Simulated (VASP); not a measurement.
Here is a VASP 6.6.1 calculation.

INCAR

```
PREC = Accurate
ENCUT = 520
EDIFF = 1E-7
ISMEAR = 1
SIGMA = 0.2
LREAL = False
LASPH = True
NELM = 100
ALGO = Normal
ISIF = 2
LWAVE = False
LCHARG = False
LDIPOL = True
IDIPOL = 3
DIPOL = 0.5 0.5 0.500
GGA = PE
IVDW = 12
NBANDS = 31
```

Contents of KPOINTS:

```
Automatic mesh
0
Gamma
  15 15 1
```

The input POSCAR:

```
C
1.0
    2.4649796689      0.0000000000      0.0000000000
   -1.2324898345      2.1347350131      0.0000000000
    0.0000000000      0.0000000000     28.4768665492
C
10
Direct
    0.0000000000      0.0000000000      0.2633716818
    0.6666666667      0.3333333333      0.2633716735
    0.0000000000      0.0000000000      0.3816858430
    0.3333333333      0.6666666667      0.3816858347
    0.0000000000      0.0000000000      0.5000000041
    0.6666666667      0.3333333333      0.4999999959
    0.0000000000      0.0000000000      0.6183141653
    0.3333333333      0.6666666667      0.6183141570
    0.0000000000      0.0000000000      0.7366283265
    0.6666666667      0.3333333333      0.7366283182
```

Potentials or basis: VASP PAW PBE potentials, release 64 (C).

Command:

```bash
$ cat potpaw_PBE.64/C/POTCAR > POTCAR
$ mpirun -np 1 vasp_std > vasp.out
```

Task: Predict the largest force.

Result: 0.011 eV/Å.

Task: What does it give for the dispersion energy per atom?

Result: -0.141 eV.

Forces in eV/Å, atoms in the order of the input:
```
C    0.000  0.000  0.006
C    0.000  0.000 -0.011
C    0.000  0.000  0.000
C    0.000  0.000  0.003
C    0.000  0.000  0.000
C    0.000  0.000  0.000
C    0.000  0.000  0.000
C    0.000  0.000 -0.003
C    0.000  0.000 -0.006
C    0.000  0.000  0.011
```
